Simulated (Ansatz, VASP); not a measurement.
**Cr in VASP and in Ansatz**

The input INCAR:

```
  ALGO = Normal
  EDIFF = 1E-6
  ENCUT = 500
  GGA = CA
  GGA_COMPAT = F
  ISIF = 2
  ISMEAR = 1
  LASPH = T
  LCHARG = F
  LREAL = F
  LWAVE = F
  NBANDS = 12
  NELM = 120
  PREC = Accurate
  SIGMA = 0.6
```

KPOINTS

```
k-points
0
Gamma
  16 16 16
```

POSCAR

```
Cr
1.0
   -1.3942485114      1.3942485114      1.3942485114
    1.3942485114     -1.3942485114      1.3942485114
    1.3942485114      1.3942485114     -1.3942485114
Cr
1
Direct
    0.0000000000      0.0000000000      0.0000000000
```

Input for Ansatz:

```yaml
crystal:
  lattice:
    - [-1.3942485114, 1.3942485114, 1.3942485114]
    - [1.3942485114, -1.3942485114, 1.3942485114]
    - [1.3942485114, 1.3942485114, -1.3942485114]
  atoms:
    - { symbol: Cr, position: [0.0, 0.0, 0.0] }
hamiltonian:
  xc: lda
  pseudopotentials:
    kind: paw
    azcp:
      Cr: "pseudopotentials/Cr.paw.azcp"
basis:
  ecutwfc: 420
  fft_grid_basis: typed
kpoints:
  mp_grid: { grid: [16, 16, 16], shift: [0, 0, 0] }
magnetization:
  spin_polarized: false
scf:
  occupations: { method: cold, width: 0.6 }
  lower_state_search: "off"
output:
  stress: true
```

Alike in both runs: task single point; functional LDA; k mesh 16 × 16 × 16; no spin polarisation.

|  | VASP | Ansatz |
| --- | --- | --- |
| version | VASP 6.6.1 | Ansatz 0.2.0 |
| potentials or method | VASP PAW LDA potentials, release 64 (Cr_pv), cutoff 500 eV | plane waves (420 eV) with PAW, scalar-relativistic |
| occupations | methfessel-paxton of order 1, width 0.6 eV | cold, width 0.6 eV |
| valence electrons in the cell | 12 | 14 |

|  | VASP | Ansatz | Ansatz less VASP |
| --- | --- | --- | --- |
| pressure (GPa) | -0.6 | -0.6 | -0.01 |

Ansatz warns that its potentials were made for another functional, while VASP's fit it. LDA's correlation is that of Perdew and Zunger in VASP and of Perdew and Wang (1992) in Ansatz. VASP's potentials hold 12 valence electrons a cell and Ansatz's 14, so a difference there can come from the potentials and not from the codes.
